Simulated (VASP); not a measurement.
# TaW11S24 (a cell with a defect) in VASP: notebook, part 2 of 2

VASP 6.6.1.

### Step 3. Electric field gradients, r2SCAN

Contents of POSCAR:

```
TaW11S24
1.0
    6.3600000000      0.0000000000      0.0000000000
   -4.7700000000      8.2618823520      0.0000000000
    0.0000000000      0.0000000000     12.5000000000
Ta W S
1 11 24
Direct
    0.1670354877      0.2223437888      0.2500000000
    0.1659400053      0.5562878239      0.2500000000
    0.1683130217      0.8885442840      0.2500000000
    0.6652105720      0.2210291376      0.2500000000
    0.6695796168      0.5576202297      0.2500000000
    0.6636228861      0.8875442338      0.2500000000
    0.3334896282      0.1112021711      0.7500000000
    0.3334990276      0.4444893867      0.7500000000
    0.3334622430      0.7778088653      0.7500000000
    0.8335285349      0.1112169740      0.7500000000
    0.8334056339      0.4444463824      0.7500000000
    0.8334766915      0.7778278524      0.7500000000
    0.1667552383      0.2222795136      0.6247960739
    0.1667458230      0.5555414790      0.6248324555
    0.1668310753      0.8889768332      0.6248443518
    0.6667147175      0.2221974971      0.6247986599
    0.6667047008      0.5555768817      0.6248187134
    0.6667464332      0.8889691573      0.6248477373
    0.3351328730      0.1090581389      0.1236817220
    0.3368065923      0.4487551964      0.1240343763
    0.3320137078      0.7768628261      0.1245094899
    0.8280181212      0.1088734681      0.1239998298
    0.8325329991      0.4437333285      0.1250927302
    0.8347160441      0.7789951153      0.1249840624
    0.1667552383      0.2222795136      0.8752039261
    0.1667458230      0.5555414790      0.8751675445
    0.1668310753      0.8889768332      0.8751556482
    0.6667147175      0.2221974971      0.8752013401
    0.6667047008      0.5555768817      0.8751812866
    0.6667464332      0.8889691573      0.8751522627
    0.3351328730      0.1090581389      0.3763182780
    0.3368065923      0.4487551964      0.3759656237
    0.3320137078      0.7768628261      0.3754905101
    0.8280181212      0.1088734681      0.3760001702
    0.8325329991      0.4437333285      0.3749072698
    0.8347160441      0.7789951153      0.3750159376
```

Contents of INCAR.step1:

```
  PREC = Accurate
  ENCUT = 520
  ISMEAR = -1
  SIGMA = 0.01
  LREAL = Auto
  LASPH = True
  NELM = 60
  NELECT = 308.0
  NBANDS = 178
  GGA = PE
  ALGO = Normal
  EDIFF = 1E-4
  LWAVE = True
  LCHARG = False
  LUSENCCL = False
```

Contents of INCAR.step2:

```
  PREC = Accurate
  ENCUT = 520
  EDIFF = 1E-8
  ISMEAR = -1
  SIGMA = 0.01
  LREAL = Auto
  LASPH = True
  NELM = 60
  ALGO = Normal
  ISIF = 2
  LWAVE = False
  LCHARG = False
  METAGGA = R2SCAN
  LMIXTAU = True
  LEFG = True
  NELECT = 308.0
  NBANDS = 178
  ISTART = 1
  LUSENCCL = False
```

Contents of KPOINTS:

```
regular mesh
0
Gamma
  4 3 2
```

Potentials or basis: VASP PAW PBE potentials, release 64 (Ta_pv, W_sv, S).

Launch:

```bash
$ cat potpaw_PBE.64/Ta_pv/POTCAR potpaw_PBE.64/W_sv/POTCAR potpaw_PBE.64/S/POTCAR > POTCAR
$ cp INCAR.step1 INCAR
$ mpirun -np 1 vasp_std > vasp.out
$ cp INCAR.step2 INCAR
$ mpirun -np 1 vasp_std > vasp.out
```

OUTCAR:

```text
PREC = Accurate
   ENCUT = 520
   EDIFF = 1E-8
   ISMEAR = -1
   LREAL = Auto
   LASPH = True
   NELM = 60
   ISIF = 2
   METAGGA = R2SCAN
   NELECT = 308.0
   ISTART = 1

 ion  position               nearest neighbor table
   1  0.167  0.222  0.250-  19 2.44  31 2.44  22 2.44  34 2.44  32 2.45  20 2.45   4 3.17   4 3.19
                             3 3.19   2 3.19   5 3.20   6 3.20
   2  0.166  0.556  0.250-  21 2.40  33 2.40  23 2.41  35 2.41  20 2.41  32 2.41   3 3.16   6 3.16
                             5 3.16   1 3.19   4 3.19   5 3.20
   3  0.168  0.889  0.250-  21 2.41  33 2.41  31 2.41  19 2.41  24 2.41  36 2.41   6 3.15   2 3.16
                             5 3.16   4 3.17   1 3.19   6 3.21
   4  0.665  0.221  0.250-  19 2.41  31 2.41  22 2.41  34 2.41  23 2.41  35 2.41   3 3.17   1 3.17
                             6 3.18   1 3.19   2 3.19   5 3.20
   5  0.670  0.558  0.250-  24 2.41  36 2.41  35 2.41  23 2.41  20 2.42  32 2.42   2 3.16   3 3.16
                             6 3.17   2 3.20   4 3.20   1 3.20
   6  0.664  0.888  0.250-  21 2.41  33 2.41  22 2.41  34 2.41  24 2.41  36 2.41   3 3.15   2 3.16
[... 2767 lines left out ...]
 ion       V_xx      V_yy      V_zz     asymmetry (V_yy - V_xx)/ V_zz
----------------------------------------------------------------------
   1      72.852    66.209  -139.061       0.048
   2      90.341    53.796  -144.137       0.254
   3      81.130    62.274  -143.403       0.131
   4     102.479    38.731  -141.210       0.451
   5      88.707    53.336  -142.042       0.249
   6      81.599    59.274  -140.873       0.158
[... 28 lines left out ...]
  35      21.789    20.611   -42.400       0.028
  36      22.522    19.461   -41.983       0.073
----------------------------------------------------------------------

           NMR quadrupolar parameters

 Cq : quadrupolar parameter    Cq=e*Q*V_zz/h
 eta: asymmetry parameters     (V_yy - V_xx)/ V_zz
 Q  : nuclear electric quadrupole moment in mb (millibarn)
----------------------------------------------------------------------
 ion       Cq(MHz)       eta       Q (mb)
----------------------------------------------------------------------
   1      -0.336       0.048       1.000
   2      -0.349       0.254       1.000
   3      -0.347       0.131       1.000
   4      -0.341       0.451       1.000
   5      -0.343       0.249       1.000
   6      -0.341       0.158       1.000
[... 28 lines left out ...]
  35      -0.103       0.028       1.000
  36      -0.102       0.073       1.000
----------------------------------------------------------------------
```

OUTCAR.step1:

```text
PREC = Accurate
   ENCUT = 520
   ISMEAR = -1
   LREAL = Auto
   LASPH = True
[... 2698 lines left out ...]
      1.59868      4.60699      3.12500         0.016663     -0.001751      0.000000
     -0.01294      7.33279      3.12500        -0.009649      0.003365      0.000000
[... 28 lines left out ...]
      3.17830      3.66607      4.68634        -0.004845      0.010738     -0.000173
      1.59299      6.43597      4.68770         0.000244     -0.000262     -0.003015
 -----------------------------------------------------------------------------------
    total drift:                               -0.000548     -0.004381     -0.000000

  FREE ENERGIE OF THE ION-ELECTRON SYSTEM (eV)
  ---------------------------------------------------
  free  energy   TOTEN  =      -289.6619703375 eV

  energy  without entropy=     -289.6584177151  energy(sigma->0) =     -289.66019403
```

Run time: 11 min. Hardware: 1 × NVIDIA H100 80GB with 1 thread of AMD EPYC 7R13 (Zen 3), shared host; peak memory 2.3 GiB.

What came out:

```yaml
Free_energy: -845.2198 eV
Largest_force: 0.254 eV/Å
Largest_electric_field_gradient_by_atom: Ta -139.1; W -144.1, -143.4, -141.2, -142.0, -140.9, -145.3, -145.4, -144.2, -143.6 (each value once); S -42.9, -41.5, -41.3, -41.2, -45.3, -39.2, -43.4, -42.4, -42.0 (each value once) V/Å²
```

Forces on the atoms (eV/Å):
```
Ta   0.008 -0.024  0.000
W   -0.033  0.047  0.000
W    0.018 -0.024  0.000
W   -0.004  0.020  0.000
W    0.036  0.017  0.000
W   -0.016 -0.016  0.000
W    0.003 -0.002  0.000
W    0.001  0.001  0.000
W    0.001  0.005  0.000
W    0.000  0.000  0.000
W    0.001 -0.002  0.000
W    0.001  0.005  0.000
S   -0.001 -0.001  0.236
S   -0.002  0.001  0.236
S    0.000 -0.001  0.233
S    0.000 -0.001  0.238
S    0.000  0.001  0.236
S   -0.001 -0.001  0.232
S   -0.013 -0.015  0.231
S    0.000  0.015  0.226
S   -0.002 -0.008  0.254
S    0.014 -0.015  0.224
S   -0.004  0.016  0.238
S    0.001 -0.005  0.240
S   -0.001 -0.001 -0.236
S   -0.002  0.001 -0.236
S    0.000 -0.001 -0.233
S    0.000 -0.001 -0.238
S    0.000  0.001 -0.236
S   -0.001 -0.001 -0.232
S   -0.013 -0.015 -0.231
S    0.000  0.015 -0.226
S   -0.002 -0.008 -0.254
S    0.014 -0.015 -0.224
S   -0.004  0.016 -0.238
S    0.001 -0.005 -0.240
```

Electric field gradients, principal values (V/Å²):
| atom | least | middle | greatest (by size) |
| --- | --- | --- | --- |
| 1 Ta | 66.209 | 72.852 | -139.061 |
| 2 W | 53.796 | 90.341 | -144.137 |
| 3 W | 62.274 | 81.130 | -143.403 |
| 4 W | 38.731 | 102.479 | -141.210 |
| 5 W | 53.336 | 88.707 | -142.042 |
| 6 W | 59.274 | 81.599 | -140.873 |
| 7 W | 72.360 | 72.988 | -145.347 |
| 8 W | 72.488 | 72.888 | -145.375 |
| 9 W | 71.769 | 72.387 | -144.156 |
| 10 W | 72.398 | 72.961 | -145.360 |
| 11 W | 71.469 | 71.884 | -143.352 |
| 12 W | 71.459 | 72.098 | -143.557 |
| 13 S | 21.293 | 21.590 | -42.884 |
| 14 S | 20.673 | 20.782 | -41.455 |
| 15 S | 20.568 | 20.729 | -41.297 |
| 16 S | 20.514 | 20.743 | -41.256 |
| 17 S | 20.537 | 20.943 | -41.480 |
| 18 S | 20.512 | 20.678 | -41.190 |
| 19 S | 6.754 | 36.164 | -42.918 |
| 20 S | 7.124 | 38.191 | -45.315 |
| 21 S | 18.566 | 20.629 | -39.195 |
| 22 S | 6.205 | 37.198 | -43.402 |
| 23 S | 20.611 | 21.789 | -42.400 |
| 24 S | 19.461 | 22.522 | -41.983 |
| 25 S | 21.293 | 21.590 | -42.884 |
| 26 S | 20.673 | 20.782 | -41.455 |
| 27 S | 20.568 | 20.729 | -41.297 |
| 28 S | 20.514 | 20.743 | -41.256 |
| 29 S | 20.537 | 20.943 | -41.480 |
| 30 S | 20.512 | 20.678 | -41.190 |
| 31 S | 6.754 | 36.164 | -42.918 |
| 32 S | 7.124 | 38.191 | -45.315 |
| 33 S | 18.566 | 20.629 | -39.195 |
| 34 S | 6.205 | 37.198 | -43.402 |
| 35 S | 20.611 | 21.789 | -42.400 |
| 36 S | 19.461 | 22.522 | -41.983 |

Caveat: the cell carries a net charge on a neutralising background, which shifts energy and pressure; without QUAD_EFG the Cq values of the log hold for a quadrupole moment of 1 mb, not for the nuclei; the PAW data sets were made with another functional, which shifts forces and pressure a little.
